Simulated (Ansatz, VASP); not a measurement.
**RbCaBr3 in VASP and in Ansatz**

File INCAR:

```
PREC = Accurate ; ENCUT = 520
EDIFF = 1E-6 ; ISMEAR = 0
SIGMA = 0.05 ; LREAL = F
LASPH = T ; NELM = 100
ALGO = Normal ; ISIF = 2
LWAVE = F ; LCHARG = F
GGA = CA ; NBANDS = 28
```

File KPOINTS:

```
regular mesh
0
Gamma
  4 4 4
```

File POSCAR:

```
RbCaBr3
1.0
    5.7366900000      0.0000000000      0.0000000000
    0.0000000000      5.7366900000      0.0000000000
    0.0000000000      0.0000000000      5.5645893000
Rb Ca Br
1 1 3
Direct
    0.5000000000      0.5000000000      0.5000000000
    0.0000000000      0.0000000000      0.0000000000
    0.5000000000      0.0000000000      0.0000000000
    0.0000000000      0.5000000000      0.0000000000
    0.0000000000      0.0000000000      0.5000000000
```

Input for Ansatz:

```yaml
crystal:
  lattice:
    - [5.73669, 0.0, 0.0]
    - [0.0, 5.73669, 0.0]
    - [0.0, 0.0, 5.5645893]
  atoms:
    - { symbol: Rb, position: [0.5, 0.5, 0.5] }
    - { symbol: Ca, position: [0.0, 0.0, 0.0] }
    - { symbol: Br, position: [0.5, 0.0, 0.0] }
    - { symbol: Br, position: [0.0, 0.5, 0.0] }
    - { symbol: Br, position: [0.0, 0.0, 0.5] }
basis:
  ecutwfc: 420
kpoints:
  mp_grid: { grid: [4, 4, 4] }
hamiltonian:
  xc: lda
scf:
  occupations: { method: gaussian, width: 0.05 }
output:
  forces: true
  stress: true
  eigenvalues: true
```

Change from the starting cell: strain +0.000 along x and y, -0.030 along z, atoms carried along.

Alike in both runs: task single point; functional LDA; k mesh 4 × 4 × 4; occupations gaussian, width 0.05 eV; no spin polarisation.

|  | VASP | Ansatz |
| --- | --- | --- |
| version | VASP 6.6.1 | Ansatz 0.2.0 |
| potentials or method | VASP PAW LDA potentials, release 64 (Rb_sv, Ca_sv, Br), cutoff 520 eV | scalar-relativistic, plane waves, PAW |
| valence electrons in the cell | 40 | 40 |

Ansatz gave:

```
gap on the k mesh at the Fermi level (eV)                     : 3.71
least direct gap on the mesh (eV)                             : 4.02
pressure (GPa)                                                : -1.9
traceless stress, the component that is largest in VASP (GPa) : 0.74
```

Problem. Estimate VASP's values.

Solution. gap on the k mesh at the Fermi level (eV): 3.72; least direct gap on the mesh (eV): 4.03; pressure (GPa): -1.9; traceless stress, the component that is largest in VASP (GPa): 0.76.

LDA's correlation is that of Perdew and Zunger in VASP and of Perdew and Wang (1992) in Ansatz.
